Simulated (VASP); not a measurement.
Here is a VASP 6.6.1 calculation.

The input INCAR:

```
PREC = Accurate ; ENCUT = 520
EDIFF = 1E-6 ; ISMEAR = 0
SIGMA = 0.1 ; LREAL = False
LASPH = True ; NELM = 150
ALGO = Normal ; ISIF = 2
LWAVE = False ; LCHARG = False
ISPIN = 2 ; MAGMOM = 1.4 1.4 0 0
LORBIT = 11 ; LMAXMIX = 4
GGA = PS ; NBANDS = 25
```

Contents of KPOINTS:

```
regular mesh
0
Gamma
  12 12 8
```

The input POSCAR:

```
FeSb
1.0
    3.9499613261      0.0000000000      0.0000000000
   -1.9749806630      3.4207668523      0.0000000000
    0.0000000000      0.0000000000      4.9431969948
Fe Sb
2 2
Direct
    0.0000000000      0.0000000000      0.0000000000
    0.0000000000      0.0000000000      0.5000000000
    0.3333333333      0.6666666667      0.2500000000
    0.6666666667      0.3333333333      0.7500000000
```

Potentials or basis: VASP PAW PBE potentials, release 64 (Fe, Sb).

The run is started by

```sh
$ cat potpaw_PBE.64/Fe/POTCAR potpaw_PBE.64/Sb/POTCAR > POTCAR
$ mpirun -np 1 vasp_std > vasp.out
```

What does it give for the pressure?

0.1 GPa.

Predict the net moment.

2.23 μB per cell.

Stress tensor (GPa, compression positive):
```
0.05 0.00 0.00
0.00 0.05 0.00
0.00 0.00 0.25
```

Caveat: the PAW data sets were made with another functional, which shifts forces and pressure a little.
